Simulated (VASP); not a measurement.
Runs of VASP 6.6.1 on C. The structure is cubic, space group Fd-3m (No. 227). Conventional cell: a = 3.572 Å, b = 3.572 Å, c = 3.572 Å, α = 90.00°, β = 90.00°, γ = 90.00°. C (site symmetry -43m) has 4 C at 1.55 Å within 2.1 Å. 

```tsv
level	potentials or basis	cutoff (eV)	smearing	gap on the mesh (eV)	pressure (GPa)
PBE	VASP PAW PBE potentials, release 64 (C)	600	gaussian 0.01 eV	4.13	0.0
LDA	VASP PAW LDA potentials, release 64 (C)	600	fermi-dirac 0.01 eV	4.10	-14.1
r2SCAN	VASP PAW PBE potentials, release 64 (C)	660	fermi-dirac 0.01 eV	4.33	(a)
PBE	VASP PAW PBE potentials, release 64 (C)	600	fermi-dirac 0.01 eV	4.13	0.0
```

Alike in all rows: task single point; no spin polarisation; cell as given; k mesh 13 × 13 × 13.

Fill in the values left out.

(a) -4.1.

Caveats: an odd mesh through Γ misses points on the zone boundary, where band edges can lie; the cell stands under tension (at least some runs); the PAW data sets were made with another functional, which shifts forces and pressure a little (at least some runs).
